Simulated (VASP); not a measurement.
Crystal: NiO.

```
Ni O
1.0
     0.00000    2.12681    2.12681
     2.12681    0.00000    2.12681
     2.12681    2.12681    0.00000
Ni O
1 1
Direct
  0.00000 0.00000 0.00000
  0.50000 0.50000 0.50000
```

Base run:

| Property | Result |
| --- | --- |
| Program | VASP 6.6.1 |
| Functional | BLYP |
| Dispersion | D4 |
| Potentials or basis | VASP PAW PBE potentials, release 64 (Ni, O) |
| Cutoff | 520 eV |
| k mesh | 11 × 11 × 11 |
| Occupations | fermi-dirac, width 0.05 eV |
| Spin | collinear spin, ferromagnetic start |
| Starting moments | [1.0, 0.0] μB |

Its results: pressure -6.6 GPa; net moment 1.79 μB per cell; site moments Ni +1.46; O +0.28 μB.

**Question.** The run is repeated on the same cell with these changes: functional from BLYP to r2SCAN. What comes out?

**Answer.** Pressure -10.5 GPa; net moment 2.00 μB per cell; site moments Ni +1.70; O +0.27 μB.

Caveats: the cell stands under tension; the PAW data sets were made with another functional, which shifts forces and pressure a little; a cell with one magnetic atom can't hold antiferromagnetic order, which such compounds often take.
